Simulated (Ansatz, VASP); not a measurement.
One calculation of NiO, two programs

POSCAR

```
NiO
1.0
    0.0000000000      2.1133508634      2.1133508634
    2.1133508634      0.0000000000      2.1133508634
    2.1133508634      2.1133508634      0.0000000000
Ni O
1 1
Direct
    0.0000000000      0.0000000000      0.0000000000
    0.5000000000      0.5000000000      0.5000000000
```

The input INCAR.step1:

```
ALGO     = Normal         # electronic algorithm
EDIFF    = 1E-5           # SCF threshold, eV
ENCUT    = 520            # plane-wave cutoff, eV
GGA      = PE             # functional
ISIF     = 2              # what is computed and relaxed
ISMEAR   = -1             # smearing method
ISPIN    = 2              # spin polarisation
LASPH    = True           # aspherical terms in the spheres
LCHARG   = False          # write CHGCAR
LMAXMIX  = 4              # l up to which the mixer works
LORBIT   = 11             # projections on sites
LREAL    = False          # projectors in reciprocal space
LWAVE    = True           # write WAVECAR
MAGMOM   = 1 0            # initial moments
NBANDS   = 19             # bands
NELM     = 150            # most SCF steps
PREC     = Accurate       # precision mode
SIGMA    = 0.05           # smearing width, eV
```

File INCAR.step2:

```
AEXX     = 0.25           # exact-exchange fraction
ALGO     = Normal         # electronic algorithm
EDIFF    = 1E-6           # SCF threshold, eV
ENCUT    = 520            # plane-wave cutoff, eV
ISIF     = 2              # what is computed and relaxed
ISMEAR   = -1             # smearing method
ISPIN    = 2              # spin polarisation
ISTART   = 1            
LASPH    = True           # aspherical terms in the spheres
LCHARG   = False          # write CHGCAR
LHFCALC  = True           # exact exchange
LMAXMIX  = 4              # l up to which the mixer works
LMIXTAU  = True         
LORBIT   = 11             # projections on sites
LREAL    = False          # projectors in reciprocal space
LWAVE    = False          # write WAVECAR
MAGMOM   = 1 0            # initial moments
METAGGA  = R2SCAN         # meta-GGA
NBANDS   = 19             # bands
NELM     = 150            # most SCF steps
PREC     = Accurate       # precision mode
PRECFOCK = Normal       
SIGMA    = 0.05           # smearing width, eV
```

The input KPOINTS:

```
k-points
0
Gamma
  6 6 6
```

input.yaml

```yaml
crystal:
  lattice:
    - [0.0, 2.1133508634, 2.1133508634]
    - [2.1133508634, 0.0, 2.1133508634]
    - [2.1133508634, 2.1133508634, 0.0]
  atoms:
    - { symbol: Ni, position: [0.0, 0.0, 0.0], spin: 1.0 }
    - { symbol: O, position: [0.5, 0.5, 0.5] }
hamiltonian:
  xc: r2scan0
  pseudopotentials: { kind: paw }
magnetization:
  spin_polarized: true
kpoints:
  mp_grid: { grid: [6, 6, 6] }
scf:
  occupations: { method: fermi_dirac, width: 0.05 }
output:
  forces: true
  stress: true
  eigenvalues: true
  write_density: true
  write_potential: true
  elf: true
  volumetric_format: npy
```

Alike in both runs: task single point; functional r2SCAN0; k mesh 6 × 6 × 6; occupations fermi-dirac, width 0.05 eV; collinear spin.

```csv
,VASP,Ansatz
version,VASP 6.6.1,Ansatz 0.2.0
potentials or method,"VASP PAW PBE potentials, release 64 (Ni, O)",Ansatz PAW
plane-wave cutoff (eV),520,500
valence electrons in the cell,16,24
```

VASP gave:

- gap on the k mesh at the Fermi level (eV): 4.74
- least direct gap on the mesh (eV): 5.87
- pressure (GPa): -7.7
- net moment per atom (μB): 1.00
- size of the moment on the site where the two differ most (μB): 1.78

Which values does Ansatz return?

gap on the k mesh at the Fermi level (eV): 4.67; least direct gap on the mesh (eV): 5.94; pressure (GPa): -8.0; net moment per atom (μB): 1.00; size of the moment on the site where the two differ most (μB): 1.77.

VASP's potentials were made for PBE, not for r2SCAN0. Site moments also hang on the region over which each program counts them. VASP's potentials hold 16 valence electrons a cell and Ansatz's 24, so a difference there can come from the potentials and not from the codes.

The k mesh is coarse, so the values compare programs but aren't converged. Noted on Ansatz's run: the magnetic or orbital state may not be the lowest.
